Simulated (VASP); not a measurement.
MgO: relaxation of cell and atoms with LDA

The system is MgO.

```xyz
2
Lattice="2.9380 0.0000 0.0000 -1.4690 2.5444 0.0000 0.0000 0.0000 2.6797" Properties=species:S:1:pos:R:3 pbc="T T T"
Mg    0.0000    0.0000    0.0000
O     0.0000    1.6963    1.3398
```

```
Program                : VASP 6.6.1
Task                   : relaxation of cell and atoms
Functional             : LDA
Potentials or basis    : VASP PAW LDA potentials, release 64 (Mg, O)
Cutoff                 : 600 eV
k mesh                 : 12 × 12 × 8
Occupations            : gaussian, width 0.01 eV
Spin                   : no spin polarisation
Target pressure        : 10 GPa
Dipole correction      : no
Further INCAR settings : ALGO = Normal; EDIFF = 1e-06; IBRION = 2; EDIFFG = -0.01; NSW = 80; ISIF = 3
```

```yaml
Relaxed_volume: 8.76 Å³/atom
Relaxed_cell: a = 2.804 Å, b = 2.804 Å, c = 2.572 Å, α = 90.00°, β = 90.00°, γ = 120.00°
Space_group_after_relaxing_to_0.1_Å: P-6m2 (No. 187)
Energy_change_on_relaxing_the_run_minimises_the_enthalpy: -14.4 meV/atom
Ionic_steps: 5
Pressure_after_relaxing: 9.9 GPa
Band_gap_on_the_k_mesh: 4.06 eV (least direct gap 4.51 eV)
```

Step by step:
```
step  energy change (eV)  largest force (eV/Å)  pressure (GPa)  volume (Å³)
   1              0.0000                0.0000          -11.18        20.03
   2              0.0914                0.0000           25.33        16.43
   3             -0.0290                0.0000            9.85        17.55
   4             -0.0269                0.0000           10.06        17.49
   5             -0.0288                0.0000            9.94        17.51
```

Final structure:
```
Mg O
1.0
     2.80359    0.00000    0.00000
    -1.40179    2.42798    0.00000
     0.00000    0.00000    2.57242
Mg O
1 1
Direct
  0.00000 0.00000 0.00000
  0.33333 0.66667 0.50000
```

Levels at points of the mesh, in eV from the valence-band top:
| k point | band 1 | band 2 | band 3 | band 4 | band 5 | band 6 | band 7 | band 8 |
| --- | --- | --- | --- | --- | --- | --- | --- | --- |
| (0.00, 0.00, 0.00) | -17.88 | -0.63 | -0.63 | -0.45 | 4.06 | 12.06 | 16.56 | 16.56 |
| (0.50, 0.00, 0.00) | -16.46 | -5.56 | -1.44 | -0.06 | 7.13 | 12.03 | 13.81 | 19.54 |
| (0.00, 0.00, 0.50) | -16.47 | -6.07 | -0.04 | -0.04 | 9.49 | 10.00 | 18.34 | 18.34 |
| (0.50, 0.00, 0.50) | -15.49 | -4.23 | -3.88 | -0.94 | 6.02 | 12.22 | 15.64 | 16.30 |

It took 57 s on 1 thread of Intel Xeon 8259CL, with other jobs on the host, peak memory 0.15 GiB.

Caveat: the cell is relaxed towards a set pressure, so the run minimises the enthalpy, not the energy. A k mesh can miss the band edges.
